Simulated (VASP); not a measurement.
# Fe3Co (P4/mmm) in VASP: a series of runs, part 2 of 2

VASP 6.6.1. The steps go on from the part before.

## Step 3: Single point, LDA, collinear spin, ferromagnetic start

This run uses another cell than the first one, of 10.03 Å³/atom.

Contents of INCAR:

```
PREC = Accurate ; ENCUT = 520
EDIFF = 1E-6 ; ISMEAR = 0
SIGMA = 0.15 ; LREAL = F
LASPH = T ; NELM = 150
ALGO = Normal ; ISIF = 2
LWAVE = F ; LCHARG = F
ISPIN = 2 ; MAGMOM = 2.34 2.66 2.66 1.9
LORBIT = 11 ; LMAXMIX = 4
NBANDS = 28
```

Contents of KPOINTS:

```
Automatic mesh
0
Gamma
  10 10 14
```

Contents of POSCAR:

```
Fe3Co
1.0
    3.8476000000      0.0000000000      0.0000000000
    0.0000000000      3.8476000000      0.0000000000
    0.0000000000      0.0000000000      2.7101000000
Fe Co
3 1
Direct
    0.5000000000      0.5000000000      0.0000000000
    0.5000000000      0.0000000000      0.5000000000
    0.0000000000      0.5000000000      0.5000000000
    0.0000000000      0.0000000000      0.0000000000
```

Potentials or basis: VASP PAW LDA potentials, release 64 (Fe, Co).

On the command line:

```sh
$ cat potpaw_LDA.64/Fe/POTCAR potpaw_LDA.64/Co/POTCAR > POTCAR
$ mpirun -np 1 vasp_std > vasp.out
```

OUTCAR:

```text
PREC = Accurate
   ENCUT = 520
   EDIFF = 1E-6
   ISMEAR = 0
   LREAL = F
   LASPH = T
   NELM = 150
   ISIF = 2
   ISPIN = 2
   LORBIT = 11

 ion  position               nearest neighbor table
   1  0.500  0.500  0.000-   2 2.35   3 2.35   2 2.35   3 2.35   2 2.35   2 2.35   3 2.35   3 2.35
                             4 2.72   4 2.72   4 2.72   4 2.72
   2  0.500  0.000  0.500-   1 2.35   4 2.35   1 2.35   4 2.35   1 2.35   1 2.35   4 2.35   4 2.35
                             3 2.72   3 2.72   3 2.72   3 2.72
   3  0.000  0.500  0.500-   1 2.35   4 2.35   1 2.35   4 2.35   4 2.35   4 2.35   1 2.35   1 2.35
                             2 2.72   2 2.72   2 2.72   2 2.72
   4  0.000  0.000  0.000-   2 2.35   3 2.35   2 2.35   3 2.35   3 2.35   3 2.35   2 2.35   2 2.35
                             1 2.72   1 2.72   1 2.72   1 2.72

  LATTYP: Found a simple tetragonal cell.
 ALAT       =     3.8476000000
 C/A-ratio  =     0.7043611602

  Lattice vectors:

 A1 = (   3.8476000000,   0.0000000000,   0.0000000000)
 A2 = (   0.0000000000,   3.8476000000,   0.0000000000)
 A3 = (   0.0000000000,   0.0000000000,   2.7101000000)

Analysis of symmetry for initial positions (statically):
=====================================================================
 Subroutine PRICEL returns:
 Original cell was already a primitive cell.

 Routine SETGRP: Setting up the symmetry group for a
 simple tetragonal supercell.

 Subroutine GETGRP returns: Found 16 space group operations
 (whereof 16 operations were pure point group operations)
 out of a pool of 16 trial point group operations.

The static configuration has the point symmetry D_4h.

Analysis of symmetry for dynamics (positions and initial velocities):
=====================================================================
 Subroutine PRICEL returns:
 Original cell was already a primitive cell.

 Routine SETGRP: Setting up the symmetry group for a
 simple tetragonal supercell.

 Subroutine GETGRP returns: Found 16 space group operations
 (whereof 16 operations were pure point group operations)
 out of a pool of 16 trial point group operations.

The dynamic configuration has the point symmetry D_4h.

Analysis of structural, dynamic, and magnetic symmetry:
=====================================================================
 Subroutine PRICEL returns:
 Original cell was already a primitive cell.

 Routine SETGRP: Setting up the symmetry group for a
 simple tetragonal supercell.

 Subroutine GETGRP returns: Found 16 space group operations
 (whereof 16 operations were pure point group operations)
 out of a pool of 16 trial point group operations.

The overall configuration has the point symmetry D_4h.

 Subroutine INISYM returns: Found 16 space group operations
 (whereof 16 operations are pure point group operations),
 and found     1 'primitive' translations

----------------------------------------------------------------------------------------

                                     Primitive cell

  volume of cell :      40.1204

  direct lattice vectors                    reciprocal lattice vectors
[... 89 lines left out ...]
   ENCUT  =  520.0 eV  38.22 Ry    6.18 a.u.   7.15  7.15  5.04*2*pi/ulx,y,z
   NELM   =    150;   NELMIN=  2; NELMDL= -5     # of ELM steps
   EDIFF  = 0.1E-05   stopping-criterion for ELM
   LREAL  =      F    real-space projection
   EDIFFG = 0.1E-04   stopping-criterion for IOM
   NSW    =      0    number of steps for IOM
   IBRION =     -1    ionic relax: 0-MD 1-quasi-New 2-CG
   NFREE  =      0    steps in history (QN), initial steepest desc. (CG)
   ISIF   =      2    stress and relaxation
   ISYM   =      2    0-nonsym 1-usesym 2-fastsym
   POTIM  = 0.5000    time-step for ionic-motion
   TEBEG  =    0.0;   TEEND  =   0.0 temperature during run
   PSTRESS=    0.0 pullay stress
   NELECT =      33.0000    total number of electrons
   NUPDOWN=      -1.0000    fix difference up-down
   EMIN   =  10.00;   EMAX   =-10.00  energy-range for DOS
   EFERMI =   0.00;   METHOD = LEGACY
   ISMEAR =     0;   SIGMA  =   0.15  broadening in eV -4-tet -1-fermi 0-gaus
   EFERMI_NEDOS =   21; number of points for ismear=-14 and -15
   IALGO  =     38    algorithm
   IMIX   =      4    mixing-type and parameters
     AMIX     =   0.40;   BMIX     =  1.00
     AMIX_MAG =   1.60;   BMIX_MAG =  1.00
  volume/ion in A,a.u.               =      10.03        67.69
  Fermi-wavevector in a.u.,A,eV,Ry     =   1.533879  2.898611 32.011579  2.352785
  Thomas-Fermi vector in A             =   2.640885
   LORBIT       =     11    0 simple, 1 ext, 2 COOP (PROOUT), +10 PAW based schemes
   GGA     = CA    functional components
   LHFCALC =     F    Hartree Fock is set to
   AEXX    =    0.0000 exact exchange contribution
   IVDW    =     0    specifies the selected vdW correction
   LEPSILON=     F    determine dielectric tensor
   LRPA    =     F    only Hartree local field effects (RPA)
 spin polarized calculation
 Gauss-broadening in eV      SIGMA  =   0.15
  energy-cutoff  :      520.00
  volume of cell :       40.12
 maximum number of plane-waves:      1108
 NGX is ok and might be reduce to    30
   NGX = 15   NGY = 15   NGZ = 11

 number of electron      32.9999975 magnetization       8.0984882

 Free energy of the ion-electron system (eV)
  ---------------------------------------------------
  ext. energy  EPLUGINS =         0.00000000
  ---------------------------------------------------
  free energy    TOTEN  =       -35.65909052 eV

  energy without entropy =      -35.60878033  energy(sigma->0) =      -35.63393542

 E-fermi :   8.2826     XC(G=0): -14.1454

 val. band max:        8.2799058210   @ k =   0.4000   0.1000   0.0000
 cond. band min:       8.2829460290   @ k =   0.4000   0.3000   0.2143
 fundamental gap:      0.0030402080
 Fermi energy:         8.2826457804

 spin component 1

 k-point     1 :       0.0000    0.0000    0.0000
  band No.  band energies     occupation
      1      -1.2380      1.00000
      2       2.3875      1.00000
      3       2.4860      1.00000
      4       2.5337      1.00000
      5       2.5519      1.00000
      6       4.1775      1.00000
[... 733 lines left out ...]
     27      18.5129      0.00000
     28      18.9729      0.00000

 [... further k-points ...]

 spin component 2

 k-point     1 :       0.0000    0.0000    0.0000
  band No.  band energies     occupation
      1      -0.8493      1.00000
      2       3.5800      1.00000
      3       3.6217      1.00000
      4       3.9901      1.00000
      5       4.0111      1.00000
      6       5.6703      1.00000
[... 733 lines left out ...]
     27      19.5769      0.00000
     28      19.6169      0.00000

 [... further k-points ...]

------------------------ aborting loop because EDIFF is reached ----------------------------------------

  FORCE on cell =-STRESS in cart. coord.  units (eV):
  Direction    XX          YY          ZZ          XY          YZ          ZX
  --------------------------------------------------------------------------------------
  -------------------------------------------------------------------------------------
  Total        2.9442580      2.9442580      2.9865174      0.0000000      0.0000000      0.0000000
  in kB      117.5767069    117.5767069    119.2643063      0.0000000      0.0000000      0.0000000
  external PRESSURE =     118.1392401 kB  Pullay stress =       0.0000000 kB

 VOLUME and BASIS-vectors are now :
 -----------------------------------------------------------------------------
  energy-cutoff  :      520.00
  volume of cell :       40.12
      direct lattice vectors                 reciprocal lattice vectors
     3.847600000  0.000000000  0.000000000     0.259902277  0.000000000  0.000000000
     0.000000000  3.847600000  0.000000000     0.000000000  0.259902277  0.000000000
     0.000000000  0.000000000  2.710100000     0.000000000  0.000000000  0.368990074

 POSITION                                       TOTAL-FORCE (eV/Angst)
 -----------------------------------------------------------------------------------
      1.92380      1.92380      0.00000         0.000000      0.000000      0.000000
      1.92380      0.00000      1.35505         0.000000      0.000000      0.000000
      0.00000      1.92380      1.35505         0.000000      0.000000      0.000000
      0.00000      0.00000      0.00000         0.000000      0.000000      0.000000
 -----------------------------------------------------------------------------------
    total drift:                                0.000000      0.000000     -0.000000

  FREE ENERGIE OF THE ION-ELECTRON SYSTEM (eV)
  ---------------------------------------------------
  free  energy   TOTEN  =       -35.6590905183 eV

  energy  without entropy=      -35.6087803276  energy(sigma->0) =      -35.63393542

 total charge

# of ion       s       p       d       tot
------------------------------------------
    1        0.543   0.636   6.394   7.573
    2        0.537   0.645   6.342   7.524
    3        0.537   0.645   6.342   7.524
    4        0.543   0.636   7.341   8.520
--------------------------------------------------
tot          2.160   2.563  26.418  31.142

 magnetization (x)

# of ion       s       p       d       tot
------------------------------------------
    1       -0.004  -0.027   1.976   1.945
    2       -0.006  -0.029   2.259   2.224
    3       -0.006  -0.029   2.259   2.224
    4       -0.012  -0.035   1.622   1.576
--------------------------------------------------
tot         -0.028  -0.120   8.117   7.969
```

stdout:

```text
POSCAR found type information on POSCAR FeCo
 POSCAR found :  2 types and       4 ions
 scaLAPACK will be used
 LDA part: xc-table for (Slater(with rela. corr.)+CA(PZ))
 , standard interpolation
 POSCAR, INCAR and KPOINTS ok, starting setup
 FFT: planning ... GRIDC
 FFT: planning ... GRID_SOFT
 FFT: planning ... GRID
 WAVECAR not read
 entering main loop
```

It took 8.7 min on 1 thread of Intel Xeon Platinum 8259CL at 2.50GHz (Skylake/Cascade Lake), shared host; peak memory 0.36 GiB.

What came out:

| Property | Result |
| --- | --- |
| Free energy | -35.6591 eV |
| Pressure | 11.8 GPa |
| Net moment | 8.10 μB per cell |
| Site moments | Fe +1.95, +2.22 (each value once); Co +1.58 μB |
| Valence electrons inside the program's atomic spheres | Fe 7.57, 7.52 (each value once); Co 8.52 |

Caveat: the cell stands under pressure.
